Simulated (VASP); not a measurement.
The system is AlSn.

```
CELL_PARAMETERS angstrom
4.22591 0.00000 0.00000
-2.11295 3.65974 0.00000
0.00000 0.00000 3.32875
ATOMIC_POSITIONS crystal
Sn 0.33333 0.66667 0.50000
Al 0.00000 0.00000 0.00000
```

This cell differs from its parent crystal: volume scaled by 1.02.

Base run:

* Program: VASP 6.6.1
* Functional: PBEsol
* Potentials or basis: VASP PAW PBE potentials, release 64 (Sn_d, Al)
* Cutoff: 520 eV
* k mesh: 7 × 7 × 8
* Occupations: fermi-dirac, width 0.05 eV
* Spin: no spin polarisation

Its results: pressure -2.7 GPa.

**Question.** The run is repeated on the same cell with these changes: functional from PBEsol to PBE. What comes out?

**Answer.** Pressure -0.8 GPa.

PBE binds less tightly than PBEsol, so the same cell stands under more pressure.

Caveats: the PAW data sets were made with another functional, which shifts forces and pressure a little (some runs).
